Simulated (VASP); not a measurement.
# Mg (P6_3/mmc) in VASP: a series of runs

The runs below take Mg through single point, with r2SCAN.

Program: VASP 6.6.1. These are calculated values, not measurements. Logs are shortened: lines on timing, memory, paths and dates and some standing lists are left out, and cuts for length are marked.

**1. The cell of the first run**

The structure is hexagonal, space group P6_3/mmc (No. 194). Conventional cell: a = 3.143 Å, b = 3.143 Å, c = 10.358 Å, α = 90.00°, β = 90.00°, γ = 120.00°. Within 4.1 Å of Mg (site symmetry -3m) lie 12 Mg at 3.14 to 3.16 Å. Within 4.1 Å of Mg (site symmetry -6m2) lie 12 Mg at 3.14 to 3.16 Å.

**2. Single point, r2SCAN (biaxial strain in the a-b plane: -1.5 %)**

The input, POSCAR:

```
Mg
1.0
    3.1425253861      0.0000000000      0.0000000000
   -1.5712626930      2.7215068164      0.0000000000
    0.0000000000      0.0000000000     10.3581661123
Mg
4
Direct
    0.0000000000      0.0000000000      0.0000000000
    0.3333333333      0.6666666667      0.2500000000
    0.0000000000      0.0000000000      0.5000000000
    0.6666666667      0.3333333333      0.7500000000
```

The input, INCAR.step1:

```
SYSTEM = Mg
ALGO     = Normal         ! electronic algorithm
EDIFF    = 1E-4           ! SCF threshold, eV
ENCUT    = 520            ! plane-wave cutoff, eV
GGA      = PE             ! functional
ISMEAR   = 0              ! smearing method
LASPH    = .TRUE.         ! aspherical terms in the spheres
LCHARG   = .FALSE.        ! write CHGCAR
LREAL    = .FALSE.        ! projectors in reciprocal space
LWAVE    = .TRUE.         ! write WAVECAR
NBANDS   = 12             ! bands
NELM     = 100            ! most SCF steps
PREC     = Accurate       ! precision mode
SIGMA    = 0.1            ! smearing width, eV
```

The input, INCAR.step2:

```
SYSTEM = Mg
ALGO     = Normal         ! electronic algorithm
EDIFF    = 1E-6           ! SCF threshold, eV
ENCUT    = 520            ! plane-wave cutoff, eV
ISIF     = 2              ! what is computed and relaxed
ISMEAR   = 0              ! smearing method
ISTART   = 1            
LASPH    = .TRUE.         ! aspherical terms in the spheres
LCHARG   = .FALSE.        ! write CHGCAR
LMIXTAU  = .TRUE.       
LREAL    = .FALSE.        ! projectors in reciprocal space
LWAVE    = .FALSE.        ! write WAVECAR
METAGGA  = R2SCAN         ! meta-GGA
NBANDS   = 12             ! bands
NELM     = 100            ! most SCF steps
PREC     = Accurate       ! precision mode
SIGMA    = 0.1            ! smearing width, eV
```

The input, KPOINTS:

```
k-points
0
G
  18 18 6
  0 0 0
```

Potentials or basis: VASP PAW PBE potentials, release 64 (Mg).

The run is started by

```console
$ cat potpaw_PBE.64/Mg/POTCAR > POTCAR
$ cp INCAR.step1 INCAR
$ mpirun -np 1 vasp_std > vasp.out
$ cp INCAR.step2 INCAR
$ mpirun -np 1 vasp_std > vasp.out
```

OUTCAR:

```text
SYSTEM = Mg
   EDIFF = 1E-6
   ENCUT = 520
   ISIF = 2
   ISMEAR = 0
   ISTART = 1
   LASPH = .TRUE.
   LREAL = .FALSE.
   METAGGA = R2SCAN
   NELM = 100
   PREC = Accurate

 ion  position               nearest neighbor table
   1  0.000  0.000  0.000-   2 3.16   4 3.16   2 3.16   4 3.16   4 3.16   2 3.16
   2  0.333  0.667  0.250-   1 3.16   3 3.16   1 3.16   3 3.16   1 3.16   3 3.16
   3  0.000  0.000  0.500-   2 3.16   4 3.16   2 3.16   4 3.16   4 3.16   2 3.16
   4  0.667  0.333  0.750-   1 3.16   3 3.16   1 3.16   3 3.16   1 3.16   3 3.16

  LATTYP: Found a hexagonal cell.
 ALAT       =     3.1425253861
 C/A-ratio  =     3.2961280625

  Lattice vectors:

 A1 = (   3.1425253861,   0.0000000000,   0.0000000000)
 A2 = (  -1.5712626930,   2.7215068164,   0.0000000000)
 A3 = (   0.0000000000,   0.0000000000,  10.3581661123)

Analysis of symmetry for initial positions (statically):
=====================================================================
 Subroutine PRICEL returns:
 Original cell was already a primitive cell.

 Routine SETGRP: Setting up the symmetry group for a
 hexagonal supercell.

 Subroutine GETGRP returns: Found 24 space group operations
 (whereof 12 operations were pure point group operations)
 out of a pool of 24 trial point group operations.

The static configuration has the point symmetry D_3d.
 The point group associated with its full space group is D_6h.

Analysis of symmetry for dynamics (positions and initial velocities):
=====================================================================
 Subroutine PRICEL returns:
 Original cell was already a primitive cell.

 Routine SETGRP: Setting up the symmetry group for a
 hexagonal supercell.

 Subroutine GETGRP returns: Found 24 space group operations
 (whereof 12 operations were pure point group operations)
 out of a pool of 24 trial point group operations.

The dynamic configuration has the point symmetry D_3d.
 The point group associated with its full space group is D_6h.

 Subroutine INISYM returns: Found 24 space group operations
 (whereof 12 operations are pure point group operations),
 and found     1 'primitive' translations

----------------------------------------------------------------------------------------

                                     Primitive cell

  volume of cell :      88.5872

  direct lattice vectors                    reciprocal lattice vectors
     3.142525386  0.000000000  0.000000000     0.318215409  0.183721752  0.000000000
    -1.571262693  2.721506816  0.000000000     0.000000000  0.367443504  0.000000000
[... 105 lines left out ...]
   EFERMI_NEDOS =   21; number of points for ismear=-14 and -15
   IALGO  =     38    algorithm
   IMIX   =      4    mixing-type and parameters
     AMIX     =   0.40;   BMIX     =  1.00
     AMIX_MAG =   1.60;   BMIX_MAG =  1.00
  volume/ion in A,a.u.               =      22.15       149.45
  Fermi-wavevector in a.u.,A,eV,Ry     =   0.734482  1.387970  7.339850  0.539464
  Thomas-Fermi vector in A             =   1.827446
   LORBIT       =      0    0 simple, 1 ext, 2 COOP (PROOUT), +10 PAW based schemes
   METAGGA = R2SCAN    functional components
   LHFCALC =     F    Hartree Fock is set to
   AEXX    =    0.0000 exact exchange contribution
   IVDW    =     0    specifies the selected vdW correction
   LEPSILON=     F    determine dielectric tensor
   LRPA    =     F    only Hartree local field effects (RPA)
 non-spin polarized calculation
 Gauss-broadening in eV      SIGMA  =   0.10
  energy-cutoff  :      520.00
  volume of cell :       88.59
 maximum number of plane-waves:      2406
 NGX is ok and might be reduce to    24
   NGX = 11   NGY = 11   NGZ = 39

 number of electron       8.0000000 magnetization

 Free energy of the ion-electron system (eV)
  ---------------------------------------------------
  ext. energy  EPLUGINS =         0.00000000
  ---------------------------------------------------
  free energy    TOTEN  =       -16.56223295 eV

  energy without entropy =      -16.55437194  energy(sigma->0) =      -16.55830245

 E-fermi :   2.8153     XC(G=0):  -9.1573

 val. band max:        2.8079803822   @ k =   0.3889   0.0000   0.1667
 cond. band min:       2.8374738876   @ k =   0.3333   0.3333   0.3333
 fundamental gap:      0.0294935055
 Fermi energy:         2.8152515109

 k-point     1 :       0.0000    0.0000    0.0000
  band No.  band energies     occupation
      1      -4.7148      2.00000
      2      -3.2301      2.00000
      3      -3.2269      2.00000
      4       0.7809      2.00000
      5       1.4946      2.00000
      6       8.0836      0.00000
      7       8.0914      0.00000
      8      14.9594      0.00000
      9      14.9594      0.00000
     10      15.1015      0.00000
     11      15.1015      0.00000
     12      15.7116      0.00000
[... 331 lines left out ...]
 k-point    24 :       0.3889    0.1111    0.0000
  band No.  band energies     occupation
      1      -0.3387      2.00000
      2       1.0299      2.00000
      3       1.0416      2.00000
      4       1.9551      2.00000
      5       3.4056      0.00000
      6       3.4640      0.00000
      7       4.9444      0.00000
      8       5.7572      0.00000
      9       7.1730      0.00000
     10       7.1884      0.00000
     11       8.8994      0.00000
     12       9.0300      0.00000

 [... further k-points ...]

------------------------ aborting loop because EDIFF is reached ----------------------------------------

  FORCE on cell =-STRESS in cart. coord.  units (eV):
  Direction    XX          YY          ZZ          XY          YZ          ZX
  --------------------------------------------------------------------------------------
  -------------------------------------------------------------------------------------
  Total        0.5237400      0.5237400     -0.0116977      0.0000000      0.0000000      0.0000000
  in kB        9.4722959      9.4722959     -0.2115632      0.0000000      0.0000000      0.0000000
  external PRESSURE =       6.2443429 kB  Pullay stress =       0.0000000 kB

 VOLUME and BASIS-vectors are now :
 -----------------------------------------------------------------------------
  energy-cutoff  :      520.00
  volume of cell :       88.59
      direct lattice vectors                 reciprocal lattice vectors
     3.142525386  0.000000000  0.000000000     0.318215409  0.183721752  0.000000000
    -1.571262693  2.721506816  0.000000000     0.000000000  0.367443504  0.000000000
     0.000000000  0.000000000 10.358166112     0.000000000  0.000000000  0.096542186

 POSITION                                       TOTAL-FORCE (eV/Angst)
 -----------------------------------------------------------------------------------
      0.00000      0.00000      0.00000        -0.000000      0.000000      0.000000
     -0.00000      1.81434      2.58954         0.000000     -0.000000     -0.000000
      0.00000      0.00000      5.17908        -0.000000      0.000000      0.000000
      1.57126      0.90717      7.76862        -0.000000      0.000000      0.000000
 -----------------------------------------------------------------------------------
    total drift:                                0.000000      0.000000      0.000000

  FREE ENERGIE OF THE ION-ELECTRON SYSTEM (eV)
  ---------------------------------------------------
  free  energy   TOTEN  =       -16.5622329498 eV

  energy  without entropy=      -16.5543719409  energy(sigma->0) =      -16.55830245
```

Wall time 5.3 min (1 thread of Intel Xeon Platinum 8259CL at 2.50GHz (Skylake/Cascade Lake), shared host); peak memory 0.31 GiB.

Results:

* Free energy: -16.5622 eV
* Pressure: 0.6 GPa
* Band gap on the k mesh: zero (bands 4 and 5 overlap by 2.26 eV)

Stress tensor (GPa, compression positive):
```
 0.95  0.00  0.00
 0.00  0.95  0.00
 0.00  0.00 -0.02
```

Levels at points of the mesh, in eV from the Fermi level:
| k point | band 2 | band 3 | band 4 | band 5 | band 6 | band 7 |
| --- | --- | --- | --- | --- | --- | --- |
| (0.00, 0.00, 0.00) | -6.05 | -6.04 | -2.03 | -1.32 | 5.27 | 5.28 |
| (0.50, 0.00, 0.00) | -2.23 | -1.24 | -1.12 | -0.46 | -0.35 | 2.94 |
| (0.00, 0.00, 0.50) | -7.16 | -4.22 | -4.22 | 1.51 | 1.51 | 9.54 |
| (0.50, 0.00, 0.50) | -2.06 | -1.78 | -1.78 | 0.76 | 0.76 | 1.26 |

Caveat: the cell differs from its parent crystal (biaxial strain in the a-b plane: -1.5 %); the PAW data sets were made with another functional, which shifts forces and pressure a little.

**3. Single point, r2SCAN (biaxial strain in the a-b plane: -1.5 %, then relaxed in part)**

Changes to POSCAR since step 2:

```diff
@@ -4,3 +4,3 @@
    -1.5712626930      2.7215068164      0.0000000000
-    0.0000000000      0.0000000000     10.3581661123
+    0.0000000000      0.0000000000     10.3865457202
 Mg
```

The input, INCAR.step1:

```
  PREC = Accurate
  ENCUT = 520
  ISMEAR = 0
  SIGMA = 0.1
  LREAL = F
  LASPH = T
  NELM = 60
  NBANDS = 12
  GGA = PE
  ALGO = Normal
  EDIFF = 1E-4
  LWAVE = T
  LCHARG = F
```

The input, INCAR.step2:

```
  PREC = Accurate
  ENCUT = 520
  EDIFF = 1E-6
  ISMEAR = 0
  SIGMA = 0.1
  LREAL = F
  LASPH = T
  NELM = 60
  ALGO = Normal
  ISIF = 2
  LWAVE = F
  LCHARG = F
  METAGGA = R2SCAN
  LMIXTAU = T
  NBANDS = 12
  ISTART = 1
```

The input, KPOINTS:

```
regular mesh
0
Gamma
  18 18 6
```

Potentials or basis: VASP PAW PBE potentials, release 64 (Mg).

The run is started by

```console
$ cat potpaw_PBE.64/Mg/POTCAR > POTCAR
$ cp INCAR.step1 INCAR
$ mpirun -np 1 vasp_std > vasp.out
$ cp INCAR.step2 INCAR
$ mpirun -np 1 vasp_std > vasp.out
```

Run time: 9.6 min. Hardware: 1 thread of Intel Xeon 8259CL, shared host; peak memory 0.3 GiB.

It converged, with:

| Quantity | Value |
| --- | --- |
| Free energy | -16.5620 eV |
| Pressure | 0.5 GPa |
| Band gap on the k mesh | zero (bands 4 and 5 overlap by 2.28 eV) |

Stress tensor (GPa, compression positive):
```
 0.91  0.00  0.00
 0.00  0.91  0.00
 0.00  0.00 -0.27
```

Levels at points of the mesh, in eV from the Fermi level:
```
           k point  band 2  band 3  band 4  band 5  band 6  band 7
(0.00, 0.00, 0.00)   -6.04   -6.04   -2.05   -1.35    5.21    5.22
(0.50, 0.00, 0.00)   -2.22   -1.24   -1.12   -0.46   -0.35    2.92
(0.00, 0.00, 0.50)   -7.15   -4.23   -4.23    1.48    1.48    9.47
(0.50, 0.00, 0.50)   -2.06   -1.78   -1.78    0.75    0.75    1.26
```

Caveat: the cell differs from its parent crystal (biaxial strain in the a-b plane: -1.5 %, then relaxed in part); the PAW data sets were made with another functional, which shifts forces and pressure a little.
